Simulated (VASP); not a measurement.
Wanted: the native input for a VASP 6.6.1 run.

| Property | Result |
| --- | --- |
| Task | single point |
| Functional | PBE |
| Potentials or basis | VASP PAW PBE potentials, release 64 (Co, Si) |
| Cutoff | 520 eV |
| k mesh | 14 × 14 × 14 |
| Occupations | gaussian, width 0.15 eV |
| Spin | collinear spin, ferromagnetic start |
| Starting moments | [1.375, 0.0, 0.0] μB |
| Fixed moment | 1.375 μB |
| Dipole correction | no |
| Further INCAR settings | ALGO = Normal; EDIFF = 1e-06; NBANDS = 20 |

The structure of CoSi2 lies in POSCAR:

```
CoSi2
1.0
    0.0000000000      2.6066888915      2.6066888915
    2.6066888915      0.0000000000      2.6066888915
    2.6066888915      2.6066888915      0.0000000000
Co Si
1 2
Direct
    0.0000000000      0.0000000000      0.0000000000
    0.2500000000      0.2500000000      0.2500000000
    0.7500000000      0.7500000000      0.7500000000
```

The input as run:

INCAR

```
SYSTEM = CoSi2
PREC = Accurate ; ENCUT = 520
EDIFF = 1E-6 ; ISMEAR = 0
SIGMA = 0.15 ; LREAL = .FALSE.
LASPH = .TRUE. ; NELM = 150
ALGO = Normal ; ISIF = 2
LWAVE = .FALSE. ; LCHARG = .FALSE.
ISPIN = 2 ; MAGMOM = 1.375 0 0
LORBIT = 11 ; NUPDOWN = 1.375
LMAXMIX = 4 ; GGA = PE
NBANDS = 20
```

KPOINTS

```
regular mesh
0
G
  14 14 14
  0 0 0
```

Potentials or basis: VASP PAW PBE potentials, release 64 (Co, Si).

Run with:

```console
$ cat potpaw_PBE.64/Co/POTCAR potpaw_PBE.64/Si/POTCAR > POTCAR
$ mpirun -np 1 vasp_std > vasp.out
```

It gave:

```yaml
Pressure: 26.5 GPa
Net_moment: 1.38 μB per cell
Site_moments: Co +0.86; Si +0.11 μB
Valence_electrons_inside_the_program's_atomic_spheres: Co 9.06; Si 1.66
```

Caveat: the cell stands under pressure; the total moment is fixed, so each spin has its own Fermi level.

It took 2.4 min on 1 thread of Intel Xeon 8259CL, with other jobs on the host, peak memory 0.25 GiB.
